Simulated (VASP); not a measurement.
A run of VASP 6.6.1 is set up as follows.

File INCAR:

```
  ALGO = Normal
  EDIFF = 1E-8
  ENCUT = 520
  GGA = CA
  ISIF = 2
  ISMEAR = -1
  LASPH = T
  LCHARG = F
  LEFG = T
  LREAL = F
  LWAVE = F
  NBANDS = 13
  NELM = 60
  PREC = Accurate
  SIGMA = 0.05
```

The input KPOINTS:

```
k-points
0
Gamma
  14 14 14
```

POSCAR

```
W
1.0
    0.0000000000      2.0698140295      2.0698140295
    2.0698140295      0.0000000000      2.0698140295
    2.0698140295      2.0698140295      0.0000000000
W
1
Direct
    0.0000000000      0.0000000000      0.0000000000
```

Potentials or basis: VASP PAW LDA potentials, release 64 (W_sv).

The run is started by

```console
$ cat potpaw_LDA.64/W_sv/POTCAR > POTCAR
$ mpirun -np 1 vasp_std > vasp.out
```

Question: Estimate the pressure.

Answer: -28.8 GPa.

Question: Predict the band gap on the k mesh.

Answer: Zero (band 7 reaches 12.11 eV, above the bottom of band 8 at 8.81 eV).

Caveat: without QUAD_EFG the Cq values of the log hold for a quadrupole moment of 1 mb, not for the nuclei; spin-orbit coupling is left out, which moves the levels of the heavy elements.
